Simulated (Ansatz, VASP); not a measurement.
Two plane-wave programs on Ge

Contents of INCAR:

```
ALGO = Normal
EDIFF = 1E-8
ENCUT = 520
GGA = PE
ISIF = 2
ISMEAR = -1
LASPH = True
LCHARG = False
LEFG = True
LREAL = False
LWAVE = False
NBANDS = 21
NELM = 100
PREC = Accurate
SIGMA = 0.05
```

KPOINTS

```
k-points
0
Gamma
  15 15 8
```

The input POSCAR:

```
Ge
1.0
    3.0054312284      0.0000000000      0.0000000000
   -1.5027156142      2.6027797931      0.0000000000
    0.0000000000      0.0000000000      5.1035333278
Ge
2
Direct
    0.3333333333      0.6666666667      0.2500000000
    0.6666666667      0.3333333333      0.7500000000
```

Input for Ansatz:

```yaml
crystal:
  lattice:
    - [3.0054312284, 0.0, 0.0]
    - [-1.5027156142, 2.6027797931, 0.0]
    - [0.0, 0.0, 5.1035333278]
  atoms:
    - { symbol: Ge, position: [0.3333333333, 0.6666666667, 0.25] }
    - { symbol: Ge, position: [0.6666666667, 0.3333333333, 0.75] }
kpoints:
  mp_grid: { grid: [15, 15, 8] }
scf:
  occupations: { method: fermi_dirac, width: 0.05 }
hamiltonian:
  xc: pbe
  pseudopotentials: { kind: paw }
output:
  forces: true
  stress: true
  eigenvalues: true
  efg: { contact_densities: true }
```

Change from the starting cell: volume scaled by 1.03, PAW files.

Alike in both runs: task electric field gradients; functional PBE; k mesh 15 × 15 × 8; occupations fermi-dirac, width 0.05 eV; no spin polarisation.

|  | VASP | Ansatz |
| --- | --- | --- |
| version | VASP 6.6.1 | Ansatz 0.2.0 |
| potentials or method | VASP PAW PBE potentials, release 64 (Ge_d) | PAW with Ansatz's default frozen-core files, scalar-relativistic |
| plane-wave cutoff (eV) | 520 | 420 |
| valence electrons in the cell | 28 | 28 |

```csv
,VASP,Ansatz,Ansatz less VASP
pressure (GPa),-1.8,-1.8,-0.02
size of Vzz on the site where it differs most (V/Å²),3.8,4.2,+0.36
```

With one functional, cell and mesh, what is left measures potentials, basis and numerics.
